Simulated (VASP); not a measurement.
# HfBr2F2 (P4/mbm) in VASP: notebook

Runs on HfBr2F2. Level: PBE. Tasks: relaxation of cell and atoms, single point.

All numbers are computed with VASP 6.6.1; they aren't measurements. Logs are shortened: lines on timing, memory, paths and dates and some standing lists are left out, and cuts for length are marked.

### 1 The cell of the first run

It takes space group P4/mbm (No. 127, tetragonal). The conventional cell has a = 7.753 Å, b = 7.753 Å, c = 4.083 Å, α = 90.00°, β = 90.00°, γ = 90.00°. Hf (site symmetry 4/m) has 4 F at 3.02 Å and 8 Br at 3.54 Å and 2 Hf at 4.08 Å within 4.1 Å. Within 3.9 Å of Br (site symmetry m2m) lie 6 F at 3.00 to 3.11 Å and 4 Hf at 3.54 Å and 1 Br at 3.64 Å. Within 3.9 Å of F (site symmetry m2m) lie 1 F at 2.94 Å and 6 Br at 3.00 to 3.11 Å and 2 Hf at 3.02 Å.

The cell was built from a structure type or drawn by symmetry, and may not be a known phase.

### 2 Relaxation of cell and atoms, PBE

File INCAR:

```
SYSTEM = HfBr2F2
PREC = Accurate ; ENCUT = 600
EDIFF = 1E-7 ; ISMEAR = 0
SIGMA = 0.1 ; LREAL = .FALSE.
LASPH = .TRUE. ; NELM = 60
ALGO = Normal ; ISIF = 3
LWAVE = .FALSE. ; LCHARG = .FALSE.
GGA = PE ; IBRION = 2
NSW = 90 ; EDIFFG = -0.04
```

File KPOINTS:

```
regular mesh
0
G
  2 2 4
  0 0 0
```

File POSCAR:

```
HfBr2F2
1.0
    7.7531118500      0.0000000000      0.0000000000
    0.0000000000      7.7531118500      0.0000000000
    0.0000000000      0.0000000000      4.0826526400
Hf Br F
2 4 4
Direct
    0.0000000000      0.0000000000      0.0000000000
    0.5000000000      0.5000000000      0.0000000000
    0.3338220100      0.8338220100      0.5000000000
    0.8338220100      0.6661779900      0.5000000000
    0.1661779900      0.3338220100      0.5000000000
    0.6661779900      0.1661779900      0.5000000000
    0.3660680100      0.1339319900      0.0000000000
    0.8660680100      0.3660680100      0.0000000000
    0.1339319900      0.6339319900      0.0000000000
    0.6339319900      0.8660680100      0.0000000000
```

Potentials or basis: VASP PAW PBE potentials, release 64 (Hf_pv, Br, F).

Started as:

```bash
$ cat potpaw_PBE.64/Hf_pv/POTCAR potpaw_PBE.64/Br/POTCAR potpaw_PBE.64/F/POTCAR > POTCAR
$ mpirun -np 1 vasp_std > vasp.out
```

OUTCAR:

```text
SYSTEM = HfBr2F2
   PREC = Accurate
   ENCUT = 600
   EDIFF = 1E-7
   ISMEAR = 0
   LREAL = .FALSE.
   LASPH = .TRUE.
   NELM = 60
   ISIF = 3
   GGA = PE
   IBRION = 2
   NSW = 90
   EDIFFG = -0.04

 ion  position               nearest neighbor table
   1  0.000  0.000  0.000-
   2  0.500  0.500  0.000-
   3  0.334  0.834  0.500-
   4  0.834  0.666  0.500-
   5  0.166  0.334  0.500-
   6  0.666  0.166  0.500-
   7  0.366  0.134  0.000-
   8  0.866  0.366  0.000-
   9  0.134  0.634  0.000-
  10  0.634  0.866  0.000-

  LATTYP: Found a simple tetragonal cell.
 ALAT       =     7.7531118500
 C/A-ratio  =     0.5265824509

  Lattice vectors:

 A1 = (   7.7531118500,   0.0000000000,   0.0000000000)
 A2 = (   0.0000000000,   7.7531118500,   0.0000000000)
 A3 = (   0.0000000000,   0.0000000000,   4.0826526400)

Analysis of symmetry for initial positions (statically):
=====================================================================
 Subroutine PRICEL returns:
 Original cell was already a primitive cell.

 Routine SETGRP: Setting up the symmetry group for a
 simple tetragonal supercell.

 Subroutine GETGRP returns: Found 16 space group operations
 (whereof  8 operations were pure point group operations)
 out of a pool of 16 trial point group operations.

The static configuration has the point symmetry C_4h.
 The point group associated with its full space group is D_4h.

Analysis of symmetry for dynamics (positions and initial velocities):
=====================================================================
 Subroutine PRICEL returns:
 Original cell was already a primitive cell.

 Routine SETGRP: Setting up the symmetry group for a
 simple tetragonal supercell.

 Subroutine GETGRP returns: Found 16 space group operations
 (whereof  8 operations were pure point group operations)
 out of a pool of 16 trial point group operations.

The dynamic configuration has the point symmetry C_4h.
 The point group associated with its full space group is D_4h.

 Subroutine INISYM returns: Found 16 space group operations
 (whereof  8 operations are pure point group operations),
 and found     1 'primitive' translations

----------------------------------------------------------------------------------------

[... 68 lines left out ...]
  0.000000  0.000000  0.250000      2.000000
  0.500000  0.000000  0.250000      4.000000
  0.500000  0.500000  0.250000      2.000000
  0.000000  0.000000  0.500000      1.000000
  0.500000  0.000000  0.500000      2.000000
  0.500000  0.500000  0.500000      1.000000
   k-points           NKPTS =      9   k-points in BZ     NKDIM =      9   number of bands    NBANDS=     45
   number of dos      NEDOS =    301   number of ions     NIONS =     10
   total plane-waves  NPLWV = 147456
   dimension x,y,z NGX =    64 NGY =   64 NGZ =   36
   dimension x,y,z NGXF=   128 NGYF=  128 NGZF=   72
   ions per type =               2   4   4
   NGX,Y,Z   is equivalent  to a cutoff of  13.72, 13.72, 14.66 a.u.
   NGXF,Y,Z  is equivalent  to a cutoff of  27.45, 27.45, 29.32 a.u.
 SYSTEM =  HfBr2F2
   PREC   = accura    normal or accurate (medium, high low for compatibility)
   ISTART =      0    job   : 0-new  1-cont  2-samecut
   ICHARG =      2    charge: 1-file 2-atom 10-const
   ISPIN  =      1    spin polarized calculation?
   LNONCOLLINEAR =      F non collinear calculations
   LSORBIT =      F    spin-orbit coupling
   LASPH  =      T    aspherical Exc in radial PAW
   ENCUT  =  600.0 eV  44.10 Ry    6.64 a.u.  15.48 15.48  8.15*2*pi/ulx,y,z
   NELM   =     60;   NELMIN=  2; NELMDL= -5     # of ELM steps
   EDIFF  = 0.1E-06   stopping-criterion for ELM
   LREAL  =      F    real-space projection
   EDIFFG = -.4E-01   stopping-criterion for IOM
   NSW    =     90    number of steps for IOM
   IBRION =      2    ionic relax: 0-MD 1-quasi-New 2-CG
   NFREE  =      1    steps in history (QN), initial steepest desc. (CG)
   ISIF   =      3    stress and relaxation
   ISYM   =      2    0-nonsym 1-usesym 2-fastsym
   POTIM  = 0.5000    time-step for ionic-motion
   TEBEG  =    0.0;   TEEND  =   0.0 temperature during run
   PSTRESS=    0.0 pullay stress
   NELECT =      76.0000    total number of electrons
   NUPDOWN=      -1.0000    fix difference up-down
   EMIN   =  10.00;   EMAX   =-10.00  energy-range for DOS
   EFERMI =   0.00;   METHOD = LEGACY
   ISMEAR =     0;   SIGMA  =   0.10  broadening in eV -4-tet -1-fermi 0-gaus
   EFERMI_NEDOS =   21; number of points for ismear=-14 and -15
   IALGO  =     38    algorithm
   IMIX   =      4    mixing-type and parameters
     AMIX     =   0.40;   BMIX     =  1.00
     AMIX_MAG =   1.60;   BMIX_MAG =  1.00
  volume/ion in A,a.u.               =      24.54       165.61
  Fermi-wavevector in a.u.,A,eV,Ry     =   1.107596  2.093052 16.691189  1.226768
  Thomas-Fermi vector in A             =   2.244112
   LORBIT       =      0    0 simple, 1 ext, 2 COOP (PROOUT), +10 PAW based schemes
   GGA     = PE    functional components
   LHFCALC =     F    Hartree Fock is set to
   AEXX    =    0.0000 exact exchange contribution
   IVDW    =     0    specifies the selected vdW correction
   LEPSILON=     F    determine dielectric tensor
   LRPA    =     F    only Hartree local field effects (RPA)
 conjugate gradient relaxation of ions
 non-spin polarized calculation
 Gauss-broadening in eV      SIGMA  =   0.10
  energy-cutoff  :      600.00
  volume of cell :      245.41
 maximum number of plane-waves:      8229
 NGX is ok and might be reduce to    64
   NGX = 31   NGY = 31   NGZ = 17

--------------------------------------- Ionic step        1  -------------------------------------------

 number of electron      75.9999980 magnetization

 Free energy of the ion-electron system (eV)
  ---------------------------------------------------
  ext. energy  EPLUGINS =         0.00000000
  ---------------------------------------------------
  free energy    TOTEN  =       -37.34163180 eV

  energy without entropy =      -37.30851866  energy(sigma->0) =      -37.32507523

 E-fermi :   0.2087     XC(G=0):  -8.7991

 val. band max:        0.1545430174   @ k =   0.5000   0.0000   0.5000
 cond. band min:       0.2172606439   @ k =   0.0000   0.0000   0.0000
 fundamental gap:      0.0627176265
 Fermi energy:         0.2086889636
[... 997 lines left out ...]
     44       7.0546      0.00000
     45       7.0546      0.00000

[... ionic steps 4 to 17 ...]

--------------------------------------- Ionic step       18  -------------------------------------------

 number of electron      76.0000032 magnetization

------------------------ aborting loop because EDIFF is reached ----------------------------------------
[... 83 lines left out ...]
--------------------------------------- Ionic step       20  -------------------------------------------

 number of electron      76.0000040 magnetization

 Free energy of the ion-electron system (eV)
  ---------------------------------------------------
  ext. energy  EPLUGINS =         0.00000000
  ---------------------------------------------------
  free energy    TOTEN  =       -50.46884384 eV

  energy without entropy =      -50.45460922  energy(sigma->0) =      -50.46172653

 E-fermi :   4.4763     XC(G=0): -10.1758

 val. band max:        4.4040808312   @ k =   0.5000   0.5000   0.0000
 cond. band min:       4.6978274980   @ k =   0.0000   0.0000   0.0000
 fundamental gap:      0.2937466669
 Fermi energy:         4.4762723389
[... 467 lines left out ...]
  FREE ENERGIE OF THE ION-ELECTRON SYSTEM (eV)
  ---------------------------------------------------
  free  energy   TOTEN  =       -50.4688438424 eV

  energy  without entropy=      -50.4546092221  energy(sigma->0) =      -50.46172653

 reached required accuracy - stopping structural energy minimisation
```

OSZICAR:

```text
N       E                     dE             d eps       ncg     rms          rms(c)
DAV:   1     0.561027873407E+03    0.56103E+03   -0.40388E+04   826   0.168E+03
DAV:   2    -0.167196107452E+01   -0.56270E+03   -0.54609E+03  1001   0.354E+02
DAV:   3    -0.576780559188E+02   -0.56006E+02   -0.55645E+02   934   0.100E+02
DAV:   4    -0.588613413400E+02   -0.11833E+01   -0.11798E+01   996   0.155E+01
[... 267 lines left out ...]
DAV:   5    -0.504688477968E+02    0.30493E-04   -0.85138E-05   911   0.396E-02    0.429E-02
DAV:   6    -0.504688466022E+02    0.11946E-05   -0.29541E-05  1004   0.265E-02    0.147E-02
DAV:   7    -0.504688441941E+02    0.24082E-05   -0.36422E-06   930   0.104E-02    0.106E-02
DAV:   8    -0.504688439031E+02    0.29095E-06   -0.37950E-06   905   0.884E-03    0.173E-03
DAV:   9    -0.504688438424E+02    0.60665E-07   -0.21191E-07   617   0.211E-03
  20 F= -.50468844E+02 E0= -.50461727E+02  d E =-.145271E-02
```

CONTCAR:

```text
HfBr2F2
   1.00000000000000
     5.9007602562320995    0.0000000000000000   -0.0000000000000000
    -0.0000000000000000    5.9007602562320995    0.0000000000000000
    -0.0000000000000000   -0.0000000000000000    5.0496183923236844
  Hf              Br              F
     2     4     4
Direct
     0.0000000000000000    0.0000000000000000    0.0000000000000000
     0.5000000000000000    0.5000000000000000    0.0000000000000000
     0.3215895783972086    0.8215895783972085    0.5000000000000000
     0.8215895783972085    0.6784104216027915    0.5000000000000000
     0.1784104216027915    0.3215895783972086    0.5000000000000000
     0.6784104216027915    0.1784104216027915    0.5000000000000000
     0.3148517025059303    0.1851482974940696    0.0000000000000000
     0.8148517025059304    0.3148517025059303    0.0000000000000000
     0.1851482974940696    0.6851482974940696    0.0000000000000000
     0.6851482974940696    0.8148517025059304    1.0000000000000000

  0.00000000E+00  0.00000000E+00  0.00000000E+00
  0.00000000E+00  0.00000000E+00  0.00000000E+00
  0.00000000E+00  0.00000000E+00  0.00000000E+00
  0.00000000E+00  0.00000000E+00  0.00000000E+00
  0.00000000E+00  0.00000000E+00  0.00000000E+00
  0.00000000E+00  0.00000000E+00  0.00000000E+00
  0.00000000E+00  0.00000000E+00  0.00000000E+00
  0.00000000E+00  0.00000000E+00  0.00000000E+00
  0.00000000E+00  0.00000000E+00  0.00000000E+00
  0.00000000E+00  0.00000000E+00  0.00000000E+00
```

Run time: 23 min. Hardware: 1 thread of Intel Xeon 6975P-C (Granite Rapids), shared host; peak memory 0.52 GiB.

What came out:

| Property | Result |
| --- | --- |
| Free energy | -50.4688 eV |
| Relaxed volume | 17.58 Å³/atom |
| Relaxed cell | a = 5.901 Å, b = 5.901 Å, c = 5.050 Å, α = 90.00°, β = 90.00°, γ = 90.00° |
| Space group after relaxing (to 0.1 Å) | P4/mbm (No. 127) |
| Energy gained by relaxing | 1312.7 meV/atom |
| Ionic steps | 20 |
| Pressure after relaxing | 0.0 GPa |
| Largest force after relaxing | 0.036 eV/Å |
| Band gap on the k mesh | zero (bands 38 and 39 overlap by 0.34 eV) |

Forces in eV/Å, atoms in the order of the input:
```
Hf   0.000  0.000  0.000
Hf   0.000  0.000  0.000
Br   0.025  0.025  0.000
Br   0.025 -0.025  0.000
Br  -0.025  0.025  0.000
Br  -0.025 -0.025  0.000
F   -0.004  0.004  0.000
F   -0.004 -0.004  0.000
F    0.004  0.004  0.000
F    0.004 -0.004  0.000
```

Step by step:
```
step  energy change (eV)  largest force (eV/Å)  pressure (GPa)  volume (Å³)
   1              0.0000                0.9837          -14.88       245.41
   2             -7.7542                0.9241           -6.32       172.35
   3             -8.6313                0.7592            4.10       153.72
   4             -8.6495                0.7213            6.34       150.93
   5            -10.9272                0.7502           11.56       146.50
   6             -8.3791                0.8743           40.57       134.88
   7            -11.2648                0.8372           15.56       143.97
   8            -11.2133                0.8657           19.38       142.06
   9            -12.4798                0.7456            6.08       160.14
  10            -12.5342                0.7855            3.24       165.90
  11            -12.8277                0.7484            0.20       169.14
  12            -12.8817                0.7071           -1.39       171.15
  13            -12.9515                0.5230           -0.12       169.39
  14            -12.9875                0.2605            1.86       166.89
  15            -13.0471                0.1915            1.09       169.38
  16            -13.1121                0.1297           -0.58       175.38
  17            -13.1135                0.1296           -0.82       176.33
  18            -13.1221                0.0581            0.71       174.93
  19            -13.1258                0.0841            0.16       175.42
  20            -13.1272                0.0356           -0.03       175.82
```

Final structure:
```xyz
10
Lattice="5.9008 0.0000 0.0000 0.0000 5.9008 0.0000 0.0000 0.0000 5.0496" Properties=species:S:1:pos:R:3 pbc="T T T"
Hf    0.0000    0.0000    0.0000
Hf    2.9504    2.9504    0.0000
Br    1.8976    4.8480    2.5248
Br    4.8480    4.0031    2.5248
Br    1.0528    1.8976    2.5248
Br    4.0031    1.0528    2.5248
F     1.8579    1.0925    0.0000
F     4.8082    1.8579    0.0000
F     1.0925    4.0429    0.0000
F     4.0429    4.8082    5.0496
```

Caveat: the k points lie up to 0.53 Å⁻¹ apart in the final cell; the volume moved by over 15 % at a fixed basis, so the end points are rough; spin-orbit coupling is left out, which moves the levels of the heavy elements.

### 3 Single point, PBE

This run uses another cell than the first one, of 17.97 Å³/atom.

File INCAR:

```
SYSTEM = HfBr2F2
PREC = Accurate ; ENCUT = 520
EDIFF = 1E-7 ; ISMEAR = 0
SIGMA = 0.1 ; LREAL = .False.
LASPH = .True. ; NELM = 60
ALGO = Normal ; ISIF = 2
LWAVE = .False. ; LCHARG = .False.
GGA = PE ; NBANDS = 49
```

File KPOINTS:

```
regular mesh
0
Gamma
  6 6 8
  0 0 0
```

File POSCAR:

```
HfBr2F2
1.0
    5.9374936484      0.0000000000      0.0000000000
    0.0000000000      5.9374936484      0.0000000000
    0.0000000000      0.0000000000      5.0960377498
Hf Br F
2 4 4
Direct
    0.0000000000      0.0000000000      0.0000000000
    0.5000000000      0.5000000000      0.0000000000
    0.3197787846      0.8197787846      0.5000000000
    0.8197787846      0.6802212154      0.5000000000
    0.1802212154      0.3197787846      0.5000000000
    0.6802212154      0.1802212154      0.5000000000
    0.3143475425      0.1856524575      0.0000000000
    0.8143475425      0.3143475425      0.0000000000
    0.1856524575      0.6856524575      0.0000000000
    0.6856524575      0.8143475425      0.0000000000
```

Potentials or basis: VASP PAW PBE potentials, release 64 (Hf_pv, Br, F).

Started as:

```bash
$ cat potpaw_PBE.64/Hf_pv/POTCAR potpaw_PBE.64/Br/POTCAR potpaw_PBE.64/F/POTCAR > POTCAR
$ mpirun -np 1 vasp_std > vasp.out
```

Run time: 5.6 min. Hardware: 1 thread of Intel Xeon 6975P-C (Granite Rapids), shared host; peak memory 0.52 GiB.

Results (log left out):

```
Free energy            : -50.3225 eV
Pressure               : -1.0 GPa
Largest force          : 0.067 eV/Å
Band gap on the k mesh : zero (bands 38 and 39 overlap by 0.32 eV)
```

Forces in eV/Å, atoms in the order of the input:
```
Hf   0.000  0.000  0.000
Hf   0.000  0.000  0.000
Br   0.002  0.002  0.000
Br   0.002 -0.002  0.000
Br  -0.002  0.002  0.000
Br  -0.002 -0.002  0.000
F   -0.047  0.047  0.000
F   -0.047 -0.047  0.000
F    0.047  0.047  0.000
F    0.047 -0.047  0.000
```

Stress tensor (GPa, compression positive):
```
-1.33  0.00  0.00
 0.00 -1.33  0.00
 0.00  0.00 -0.19
```

Levels at points of the mesh, in eV from the Fermi level:
```csv
k point,band 36,band 37,band 38,band 39,band 40,band 41
"(0.00, 0.00, 0.00)",-0.72,0.14,0.14,0.27,0.27,0.34
"(0.50, 0.00, 0.00)",-1.87,-0.49,-0.49,0.54,0.54,0.96
"(0.50, 0.50, 0.00)",-2.45,-1.00,-1.00,-0.13,-0.13,0.72
"(0.00, 0.00, 0.50)",-0.59,-0.25,-0.14,-0.14,0.29,0.78
"(0.50, 0.00, 0.50)",-1.97,-0.45,-0.45,0.44,0.44,1.01
"(0.50, 0.50, 0.50)",-3.26,-0.76,-0.76,0.51,0.51,1.05
```

Caveat: spin-orbit coupling is left out, which moves the levels of the heavy elements.
